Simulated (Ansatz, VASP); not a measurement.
Given: the input of a run of VASP 6.6.1 on KI.

File INCAR:

```
ALGO     = Normal         # electronic algorithm
EDIFF    = 1E-6           # SCF threshold, eV
ENCUT    = 520            # plane-wave cutoff, eV
GGA      = PE             # functional
ISIF     = 2              # what is computed and relaxed
ISMEAR   = -1             # smearing method
IVDW     = 13             # dispersion correction
LASPH    = True           # aspherical terms in the spheres
LCHARG   = False          # write CHGCAR
LREAL    = False          # projectors in reciprocal space
LWAVE    = False          # write WAVECAR
NBANDS   = 15             # bands
NELM     = 80             # most SCF steps
PREC     = Accurate       # precision mode
SIGMA    = 0.05           # smearing width, eV
```

File KPOINTS:

```
k-points
0
Gamma
  6 6 6
```

POSCAR

```
KI
1.0
    4.2911966600      0.0000000000      0.0000000000
    0.0000000000      4.2911966600      0.0000000000
    0.0000000000      0.0000000000      4.2911966600
I K
1 1
Direct
    0.5000000000      0.5000000000      0.5000000000
    0.0000000000      0.0000000000      0.0000000000
```

Potentials or basis: VASP PAW PBE potentials, release 64 (I, K_sv).

Launch:

```bash
$ cat potpaw_PBE.64/I/POTCAR potpaw_PBE.64/K_sv/POTCAR > POTCAR
$ mpirun -np 1 vasp_std > vasp.out
```

**Question.** Set up the same calculation for Ansatz 0.2.0. Potentials there: all-electron LAPW, scalar-relativistic.

**Answer.** As run (the cutoff follows the program's own potentials):

File input.yaml:

```yaml
crystal:
  lattice:
    - [4.29119666, 0.0, 0.0]
    - [0.0, 4.29119666, 0.0]
    - [0.0, 0.0, 4.29119666]
  atoms:
    - { symbol: I, position: [0.5, 0.5, 0.5] }
    - { symbol: K, position: [0.0, 0.0, 0.0] }
kpoints:
  mp_grid: { grid: [6, 6, 6] }
scf:
  occupations: { method: fermi_dirac, width: 0.05 }
hamiltonian:
  xc: pbe
  dispersion: d4
  pseudopotentials: { kind: all_electron, lapw: { basis_error: 0.001 } }
output:
  forces: true
  stress: true
  eigenvalues: true
```

Potentials or basis: all-electron LAPW, scalar-relativistic.

Launch:

```bash
$ ansatz run input.yaml --threads 1 --pin off --max-ram 3072MiB --backend cpu --events-out ev --progress --plain --runs-dir out
```

Both were run:

|  | VASP | Ansatz | Ansatz less VASP |
| --- | --- | --- | --- |
| gap on the k mesh at the Fermi level (eV) | 3.33 | 3.33 | +0.003 |
| least direct gap on the mesh (eV) | 3.69 | 3.69 | +0.002 |
| pressure (GPa) | -0.2 | -0.3 | -0.03 |

Ansatz ran all-electron here, and VASP with PAW potentials.

Spin-orbit coupling is off throughout.
